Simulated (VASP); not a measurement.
# LiF (Fm-3m) in VASP: G0W0 quasiparticle levels with PBE

Aim: the G0W0 quasiparticle levels of LiF with PBE.

Everything below comes from runs of VASP 6.6.1. Logs are shortened: lines on timing, memory, paths and dates and some standing lists are left out, and cuts for length are marked.

## (1) The cell of the first run

It takes space group Fm-3m (No. 225, cubic). The conventional cell has a = 4.010 Å, b = 4.010 Å, c = 4.010 Å, α = 90.00°, β = 90.00°, γ = 90.00°. Within 2.7 Å of Li (site symmetry m-3m) lie 6 F at 2.00 Å. F (site symmetry m-3m) has 6 Li at 2.00 Å within 2.7 Å.

## (2) G0W0 quasiparticle levels, PBE

POSCAR

```
LiF
1.0
    0.0000000000      2.0050000000      2.0050000000
    2.0050000000      0.0000000000      2.0050000000
    2.0050000000      2.0050000000      0.0000000000
Li F
1 1
Direct
    0.0000000000      0.0000000000      0.0000000000
    0.5000000000      0.5000000000      0.5000000000
```

INCAR.step1

```
SYSTEM = LiF
ALGO     = Normal         ! electronic algorithm
EDIFF    = 1E-8           ! SCF threshold, eV
ENCUT    = 500            ! plane-wave cutoff, eV
GGA      = PE             ! functional
ISMEAR   = 0              ! smearing method
LASPH    = .True.         ! aspherical terms in the spheres
LCHARG   = .False.        ! write CHGCAR
LREAL    = .False.        ! projectors in reciprocal space
LWAVE    = .True.         ! write WAVECAR
NELM     = 80             ! most SCF steps
PREC     = Accurate       ! precision mode
SIGMA    = 0.01           ! smearing width, eV
```

INCAR.step2

```
SYSTEM = LiF
ALGO     = Exact          ! electronic algorithm
EDIFF    = 1E-8           ! SCF threshold, eV
ENCUT    = 500            ! plane-wave cutoff, eV
GGA      = PE             ! functional
ISMEAR   = 0              ! smearing method
ISTART   = 1            
LASPH    = .True.         ! aspherical terms in the spheres
LCHARG   = .False.        ! write CHGCAR
LOPTICS  = .True.         ! frequency-dependent dielectric function
LREAL    = .False.        ! projectors in reciprocal space
LWAVE    = .True.         ! write WAVECAR
NBANDS   = 161            ! bands
NELM     = 1              ! most SCF steps
PREC     = Accurate       ! precision mode
SIGMA    = 0.01           ! smearing width, eV
```

INCAR.step3

```
SYSTEM = LiF
ALGO     = EVGW0          ! electronic algorithm
EDIFF    = 1E-8           ! SCF threshold, eV
ENCUT    = 500            ! plane-wave cutoff, eV
ENCUTGW  = 180.0          ! cutoff of the response function
GGA      = PE             ! functional
ISMEAR   = 0              ! smearing method
ISTART   = 1            
LASPH    = .True.         ! aspherical terms in the spheres
LCHARG   = .False.        ! write CHGCAR
LREAL    = .False.        ! projectors in reciprocal space
LWAVE    = .False.        ! write WAVECAR
NBANDS   = 161            ! bands
NBANDSGW = 12           
NELMGW   = 1            
NOMEGA   = 96             ! frequency points
OMEGAMAX = 30           
PREC     = Accurate       ! precision mode
PRECFOCK = Fast         
SIGMA    = 0.01           ! smearing width, eV
```

KPOINTS

```
k-points
0
Gamma
  2 2 2
  0 0 0
```

Potentials or basis: VASP PAW PBE potentials, release 64 (Li_GW, F_GW).

On the command line:

```bash
> cat potpaw_PBE.64/Li_GW/POTCAR potpaw_PBE.64/F_GW/POTCAR > POTCAR
> cp INCAR.step1 INCAR
> mpirun -np 1 vasp_std > vasp.out
> cp INCAR.step2 INCAR
> mpirun -np 1 vasp_std > vasp.out
> cp INCAR.step3 INCAR
> mpirun -np 1 vasp_std > vasp.out
```

OUTCAR:

```text
SYSTEM = LiF
   EDIFF = 1E-8
   ENCUT = 500
   ENCUTGW = 180.0
   GGA = PE
   ISMEAR = 0
   ISTART = 1
   LASPH = .True.
   LREAL = .False.
   NELMGW = 1
   PREC = Accurate
   PRECFOCK = Fast

 ion  position               nearest neighbor table
   1  0.000  0.000  0.000-   2 2.00   2 2.00   2 2.00   2 2.00   2 2.00   2 2.00
   2  0.500  0.500  0.500-   1 2.00   1 2.00   1 2.00   1 2.00   1 2.00   1 2.00

  LATTYP: Found a face centered cubic cell.
 ALAT       =     4.0100000000

  Lattice vectors:

 A1 = (   0.0000000000,   2.0050000000,   2.0050000000)
 A2 = (   2.0050000000,   0.0000000000,   2.0050000000)
 A3 = (   2.0050000000,   2.0050000000,   0.0000000000)

Analysis of symmetry for initial positions (statically):
=====================================================================
 Subroutine PRICEL returns:
 Original cell was already a primitive cell.

 Routine SETGRP: Setting up the symmetry group for a
 face centered cubic supercell.

 Subroutine GETGRP returns: Found 48 space group operations
 (whereof 48 operations were pure point group operations)
 out of a pool of 48 trial point group operations.

The static configuration has the point symmetry O_h .

Analysis of symmetry for dynamics (positions and initial velocities):
=====================================================================
 Subroutine PRICEL returns:
 Original cell was already a primitive cell.

 Routine SETGRP: Setting up the symmetry group for a
 face centered cubic supercell.

 Subroutine GETGRP returns: Found 48 space group operations
 (whereof 48 operations were pure point group operations)
 out of a pool of 48 trial point group operations.

The dynamic configuration has the point symmetry O_h .

 Subroutine INISYM returns: Found 48 space group operations
 (whereof 48 operations are pure point group operations),
 and found     1 'primitive' translations

----------------------------------------------------------------------------------------

                                     Primitive cell

  volume of cell :      16.1203

  direct lattice vectors                    reciprocal lattice vectors
     0.000000000  2.005000000  2.005000000    -0.249376559  0.249376559  0.249376559
     2.005000000  0.000000000  2.005000000     0.249376559 -0.249376559  0.249376559
     2.005000000  2.005000000  0.000000000     0.249376559  0.249376559 -0.249376559

  length of vectors
     2.835498193  2.835498193  2.835498193     0.431932870  0.431932870  0.431932870

  position of ions in fractional coordinates (direct lattice)
     0.000000000  0.000000000  0.000000000
     0.500000000  0.500000000  0.500000000

  ion indices of the primitive-cell ions
   primitive index   ion index
                 1           1
                 2           2

----------------------------------------------------------------------------------------

 KPOINTS: k-points

Automatic generation of k-mesh.
 Grid dimensions read from file:
 generate k-points for:    2    2    2

 Generating k-lattice:

  Cartesian coordinates                     Fractional coordinates (reciprocal lattice)
    -0.124688279  0.124688279  0.124688279     0.500000000  0.000000000  0.000000000
     0.124688279 -0.124688279  0.124688279     0.000000000  0.500000000  0.000000000
     0.124688279  0.124688279 -0.124688279     0.000000000  0.000000000  0.500000000

  Length of vectors
     0.215966435  0.215966435  0.215966435

  Shift w.r.t. Gamma in fractional coordinates (k-lattice)
     0.000000000  0.000000000  0.000000000

 Subroutine IBZKPT returns following result:
 ===========================================

 Found      3 irreducible k-points:

 Following reciprocal coordinates:
            Coordinates               Weight
  0.000000  0.000000  0.000000      1.000000
  0.500000  0.000000  0.000000      4.000000
  0.500000  0.500000  0.000000      3.000000
   k-points           NKPTS =      3   k-points in BZ     NKDIM =      8   number of bands    NBANDS=    161
   number of dos      NEDOS =    301   number of ions     NIONS =      2
   total plane-waves  NPLWV =  13824
   dimension x,y,z NGX =    24 NGY =   24 NGZ =   24
   dimension x,y,z NGXF=    48 NGYF=   48 NGZF=   48
   ions per type =               1   1
   NGX,Y,Z   is equivalent  to a cutoff of  14.07, 14.07, 14.07 a.u.
   NGXF,Y,Z  is equivalent  to a cutoff of  28.14, 28.14, 28.14 a.u.
 SYSTEM =  LiF
   PREC   = accura    normal or accurate (medium, high low for compatibility)
   ISTART =      1    job   : 0-new  1-cont  2-samecut
   ICHARG =      0    charge: 1-file 2-atom 10-const
   ISPIN  =      1    spin polarized calculation?
   LNONCOLLINEAR =      F non collinear calculations
   LSORBIT =      F    spin-orbit coupling
   LASPH  =      T    aspherical Exc in radial PAW
   ENCUT  =  500.0 eV  36.75 Ry    6.06 a.u.   5.17  5.17  5.17*2*pi/ulx,y,z
   NELM   =     60;   NELMIN=  2; NELMDL=  0     # of ELM steps
   EDIFF  = 0.1E-07   stopping-criterion for ELM
   LREAL  =      F    real-space projection
   EDIFFG = 0.1E-06   stopping-criterion for IOM
   NSW    =      0    number of steps for IOM
   IBRION =     -1    ionic relax: 0-MD 1-quasi-New 2-CG
   NFREE  =      0    steps in history (QN), initial steepest desc. (CG)
   ISIF   =      0    stress and relaxation
   ISYM   =      3    0-nonsym 1-usesym 2-fastsym
   POTIM  = 0.5000    time-step for ionic-motion
   TEBEG  =    0.0;   TEEND  =   0.0 temperature during run
   PSTRESS=    0.0 pullay stress
   NELECT =       8.0000    total number of electrons
   NUPDOWN=      -1.0000    fix difference up-down
   EMIN   =  10.00;   EMAX   =-10.00  energy-range for DOS
   EFERMI =   0.00;   METHOD = LEGACY
   ISMEAR =     0;   SIGMA  =   0.01  broadening in eV -4-tet -1-fermi 0-gaus
   EFERMI_NEDOS =   21; number of points for ismear=-14 and -15
   IALGO  =     38    algorithm
   IMIX   =      4    mixing-type and parameters
     AMIX     =   0.40;   BMIX     =  1.00
     AMIX_MAG =   1.60;   BMIX_MAG =  1.00
  volume/ion in A,a.u.               =       8.06        54.39
  Fermi-wavevector in a.u.,A,eV,Ry     =   1.296126  2.449322 22.856996  1.679942
  Thomas-Fermi vector in A             =   2.427602
   LORBIT       =      0    0 simple, 1 ext, 2 COOP (PROOUT), +10 PAW based schemes
   GGA     = PE    functional components
   LHFCALC =     T    Hartree Fock is set to
   PRECFOCK=fast      Normal, Fast or Accurate (Low or Medium for compatibility)
   ENCUT4O =  -1.0   cutoff for four orbital integrals eV
   NKREDX  =     1    reduce k-point grid by
   NKREDY  =     1    reduce k-point grid by
   NKREDZ  =     1    reduce k-point grid by
   AEXX    =    1.0000 exact exchange contribution
   HFSCREEN=    0.0000 screening length (either q_TF or 0.3 A-1)
   HFSCREENC=   0.0000 screening length for correlation (either q_TF or 0.3 A-1)
   ENCUTFOCK=  -1.0 apply spherical cutoff to Coloumb kernel
   IVDW    =     0    specifies the selected vdW correction
   LEPSILON=     F    determine dielectric tensor
   LRPA    =     F    only Hartree local field effects (RPA)
   LRPAFORCE           =     F    calculate RPA forces
   ENCUTGW             = 180.0    cutoff for response function in eV
   ENCUTGWSOFT         = 144.0    soft cutoff for Coulomb kernel in GW response function in eV
   ENCUTLF             =  -1.0    cutoff for local field effects
   NELMGW              =     1    number of iterations in solving QP/BSE equation
   NELMHF              =     1    number of iterations in the inner HF iteration
   NKREDLFX            =     1    NKREDLFY  =   1   NKREDLFZ  =   1
 non-spin polarized calculation
 Gauss-broadening in eV      SIGMA  =   0.01
  energy-cutoff  :      500.00
  volume of cell :       16.12
 maximum number of plane-waves:       412
 NGX is ok and might be reduce to    24
  NGX = 12; NGY = 12; NGZ = 12
   NGX = 11   NGY = 11   NGZ = 11
 maximum number of plane-waves:        92

 QP shifts <psi_nk| G(iteration)W_0 |psi_nk>: iteration 1
 for sc-GW calculations column KS-energies equals QP-energies in previous step
 and V_xc(KS)=  KS-energies - (<T + V_ion + V_H > + <T+V_H+V_ion>^1  + <V_x>^1)

 k-point   1 :       0.0000    0.0000    0.0000
  band No.  KS-energies  QP-energies   sigma(KS)   V_xc(KS)     V^pw_x(r,r')   Z            occupation Imag(sigma)

      1     -22.9381     -29.1884     -28.1693     -22.2686     -36.4706       1.0592       2.0000       1.1588
      2      -2.8649      -5.6410     -26.3014     -22.8671     -31.0979       0.8084       2.0000       0.0906
      3      -2.8649      -5.6410     -26.3014     -22.8671     -31.0979       0.8084       2.0000       0.0906
      4      -2.8649      -5.6410     -26.3014     -22.8671     -31.0979       0.8084       2.0000       0.0906
      5       6.1436       7.5596      -8.6915     -10.3474      -5.0000       0.8551       0.0000      -0.0554
      6      20.9812      23.1334      -5.9148      -8.4103      -1.5423       0.8624       0.0000      -0.1453
      7      20.9812      23.1334      -5.9148      -8.4103      -1.5423       0.8624       0.0000      -0.1453
      8      20.9812      23.1334      -5.9148      -8.4103      -1.5423       0.8624       0.0000      -0.1453
      9      21.3806      22.6692      -6.7766      -8.3219      -2.4620       0.8339       0.0000      -0.1138
     10      21.3806      22.6692      -6.7766      -8.3219      -2.4620       0.8339       0.0000      -0.1138
     11      21.3806      22.6692      -6.7766      -8.3219      -2.4620       0.8339       0.0000      -0.1138
     12      24.6119      25.1048      -5.7654      -6.4354      -0.9908       0.7357       0.0000      -0.3503

 k-point   2 :       0.5000    0.0000    0.0000
  band No.  KS-energies  QP-energies   sigma(KS)   V_xc(KS)     V^pw_x(r,r')   Z            occupation Imag(sigma)

      1     -22.4364     -27.3550     -28.5548     -22.9218     -37.0547       0.8732       2.0000       1.0810
      2      -5.5068      -8.6257     -22.9207     -18.9941     -27.3872       0.7943       2.0000       0.0516
      3      -3.1143      -5.9723     -26.1009     -22.5997     -30.8784       0.8163       2.0000       0.0847
      4      -3.1143      -5.9723     -26.1009     -22.5997     -30.8784       0.8163       2.0000       0.0847
      5       7.7852       9.1671      -7.4132      -9.0567      -3.6268       0.8408       0.0000      -0.0401
      6      13.9091      15.9005     -11.3599     -13.7643      -7.5156       0.8282       0.0000      -0.0476
      7      15.8688      17.6264      -5.9112      -7.9679      -1.8885       0.8546       0.0000      -0.0726
      8      15.8688      17.6264      -5.9112      -7.9679      -1.8885       0.8546       0.0000      -0.0726
      9      27.5913      28.8651      -5.8700      -7.1720      -0.9850       0.9783       0.0000      -0.7357
     10      28.2554      29.9302      -8.4680     -10.3309      -3.3277       0.8991       0.0000      -0.6766
     11      28.2554      29.9302      -8.4680     -10.3309      -3.3277       0.8991       0.0000      -0.6766
     12      30.8012      33.1603      -6.9314      -9.1345      -2.3473       1.0708       0.0000      -0.6129

 k-point   3 :       0.5000    0.5000    0.0000
  band No.  KS-energies  QP-energies   sigma(KS)   V_xc(KS)     V^pw_x(r,r')   Z            occupation Imag(sigma)

      1     -22.1629     -26.6857     -28.8236     -23.2993     -37.4157       0.8187       2.0000       1.0223
      2      -6.0112      -9.1826     -22.0930     -18.1789     -26.4414       0.8103       2.0000       0.0273
      3      -3.9123      -6.7955     -24.9396     -21.3107     -29.6211       0.7945       2.0000       0.0725
      4      -3.9123      -6.7955     -24.9396     -21.3107     -29.6211       0.7945       2.0000       0.0725
      5      11.9760      14.0448     -11.8681     -14.3692      -8.3124       0.8272       0.0000      -0.0296
      6      13.4763      14.5249      -6.2566      -7.4681      -2.2787       0.8655       0.0000      -0.0732
      7      14.4625      15.9762      -6.9913      -8.8173      -2.9398       0.8289       0.0000      -0.0743
      8      17.3340      19.4692      -8.4865     -11.0368      -4.2636       0.8372       0.0000      -0.0954
      9      17.3340      19.4692      -8.4865     -11.0368      -4.2636       0.8372       0.0000      -0.0954
     10      30.5442      33.0737      -8.8948     -11.5833      -4.0243       0.9408       0.0000      -0.6943
     11      35.3715      37.7265      -8.0491     -10.7675      -3.4207       0.8664       0.0000      -0.4709
     12      37.1321      39.3377      -5.2271      -7.8276      -0.6137       0.8482       0.0000      -0.7208
```

It took 9 s on 1 thread of Intel Xeon Platinum 8488C (Sapphire Rapids), shared host; peak memory 0.15 GiB.

Results:

| Property | Result |
| --- | --- |
| Quasiparticle gap | 13.20 eV |
| Least direct quasiparticle gap | 13.20 eV |
| Band gap of the starting levels on the mesh | 9.01 eV |
| Least direct gap of the starting levels on the mesh | 9.01 eV |

Caveat: the k points lie up to 1.36 Å⁻¹ apart; bands, screening cutoff and mesh are small and nothing is extrapolated, so the quasiparticle values aren't converged.
